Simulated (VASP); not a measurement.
Cu, 2 atoms in the cell. The structure is cubic, space group Fd-3m (No. 227). Conventional cell: a = 3.794 Å, b = 3.794 Å, c = 3.794 Å, α = 90.00°, β = 90.00°, γ = 90.00°. Cu (site symmetry -43m) has 4 Cu at 1.64 Å within 2.2 Å.  This cell differs from its parent crystal: volume scaled by 0.4.

```yaml
Program: VASP 6.6.1
Task: single point
Functional: LDA
Potentials_or_basis: VASP PAW LDA potentials, release 64 (Cu)
Cutoff: 520 eV
k_mesh: 15 × 15 × 15
Occupations: fermi-dirac, width 0.08 eV
Spin: no spin polarisation
Dipole_correction: no
Further_INCAR_settings: ALGO = Normal; EDIFF = 1e-06; NBANDS = 18
```

Potentials or basis: VASP PAW LDA potentials, release 64 (Cu).

Command:

```bash
$ cat potpaw_LDA.64/Cu/POTCAR > POTCAR
$ mpirun -np 1 vasp_std > vasp.out
```

Hardware: 1 thread of AMD EPYC 9R14 (Zen 4), with other jobs on the host.

Problem. How long does it take, and how much memory?

Solution. Run time: 21 s on 1 thread of AMD EPYC 9R14 (Zen 4), on a shared host, peak memory 0.1 GiB. Counts: scf iterations 13, k points 120.
